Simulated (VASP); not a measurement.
Wanted: the native input for a VASP 6.6.1 run.

- Task: single point
- Functional: r2SCAN
- Potentials or basis: VASP PAW PBE potentials, release 64 (Ta_pv, W_sv)
- Cutoff: 520 eV
- k mesh: 12 × 12 × 12
- Occupations: gaussian, width 0.1 eV
- Spin: no spin polarisation
- Dipole correction: no
- Further INCAR settings: ALGO = Normal; EDIFF = 1e-06; NBANDS = 32

The system is Ta3W.

```xyz
4
Lattice="0.0000 3.2955 3.2955 3.2955 0.0000 3.2955 3.2955 3.2955 0.0000" Properties=species:S:1:pos:R:3 pbc="T T T"
Ta    1.6477    1.6477    1.6477
Ta    4.9432    4.9432    4.9432
Ta    3.2955    3.2955    3.2955
W     0.0000    0.0000    0.0000
```

This cell differs from its parent crystal: functional r2SCAN, strained.

The input as run:

POSCAR

```
Ta3W
1.0
    0.0000000000      3.2954669199      3.2954669199
    3.2954669199      0.0000000000      3.2954669199
    3.2954669199      3.2954669199      0.0000000000
Ta W
3 1
Direct
    0.2500000000      0.2500000000      0.2500000000
    0.7500000000      0.7500000000      0.7500000000
    0.5000000000      0.5000000000      0.5000000000
    0.0000000000      0.0000000000      0.0000000000
```

INCAR.step1

```
PREC = Accurate ; ENCUT = 520
ISMEAR = 0 ; SIGMA = 0.1
LREAL = False ; LASPH = True
NELM = 60 ; NBANDS = 32
GGA = PE ; ALGO = Normal
EDIFF = 1E-4 ; LWAVE = True
LCHARG = False
```

INCAR.step2

```
PREC = Accurate ; ENCUT = 520
EDIFF = 1E-6 ; ISMEAR = 0
SIGMA = 0.1 ; LREAL = False
LASPH = True ; NELM = 60
ALGO = Normal ; ISIF = 2
LWAVE = False ; LCHARG = True
METAGGA = R2SCAN ; LMIXTAU = True
LELF = True ; LVHAR = True
NBANDS = 32 ; ISTART = 1
```

KPOINTS

```
Automatic mesh
0
Gamma
  12 12 12
```

Potentials or basis: VASP PAW PBE potentials, release 64 (Ta_pv, W_sv).

Run with:

```console
$ cat potpaw_PBE.64/Ta_pv/POTCAR potpaw_PBE.64/W_sv/POTCAR > POTCAR
$ cp INCAR.step1 INCAR
$ mpirun -np 1 vasp_std > vasp.out
$ cp INCAR.step2 INCAR
$ mpirun -np 1 vasp_std > vasp.out
```

Results of the run:

The pressure is -5.8 GPa.

Caveat: the cell differs from its parent crystal (functional r2SCAN, strained); the PAW data sets were made with another functional, which shifts forces and pressure a little.

Run time: 30 min on 1 thread of AMD EPYC 7R13, on a shared host, peak memory 0.28 GiB.
